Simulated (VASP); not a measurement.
BN, 12 atoms in the cell. The structure is trigonal, space group P3m1 (No. 156). Conventional cell: a = 2.563 Å, b = 2.563 Å, c = 17.056 Å, α = 90.00°, β = 90.00°, γ = 120.00°. Within 2.1 Å of B (site symmetry 3m) lie 4 N at 1.57 Å. B (site symmetry 3m) has 4 N at 1.57 Å within 2.1 Å. B (site symmetry 3m) has 4 N at 1.57 Å within 2.1 Å. Within 2.1 Å of B (site symmetry 3m) lie 4 N at 1.57 Å. B (site symmetry 3m) has 4 N at 1.57 Å within 2.1 Å. B (site symmetry 3m) has 3 N at 1.57 Å within 2.1 Å. N (site symmetry 3m) has 4 B at 1.57 Å within 2.1 Å. N (site symmetry 3m) has 4 B at 1.57 Å within 2.1 Å.  This cell differs from its parent crystal: the distance across one plane changed.

```yaml
Program: VASP 6.6.1
Task: single point
Functional: PBE
Potentials_or_basis: VASP PAW PBE potentials, release 64 (B, N)
Cutoff: 520 eV
k_mesh: 10 × 10 × 2
Occupations: gaussian, width 0.05 eV
Spin: no spin polarisation
Dipole_correction: no
Further_INCAR_settings: ALGO = Normal; EDIFF = 1e-07; NBANDS = 36
```

Potentials or basis: VASP PAW PBE potentials, release 64 (B, N).

Launch:

```bash
$ cat potpaw_PBE.64/B/POTCAR potpaw_PBE.64/N/POTCAR > POTCAR
$ mpirun -np 1 vasp_std > vasp.out
```

Hardware: 1 thread of Intel(R) Xeon(R) Platinum 8559C (Emerald Rapids), with other jobs on the host.

Question: Estimate the wall time of this run.

Answer: It took 3.2 min on 1 thread of Intel(R) Xeon(R) Platinum 8559C (Emerald Rapids) (shared host), peak memory 0.24 GiB. Counts: scf iterations 37, k points 28.
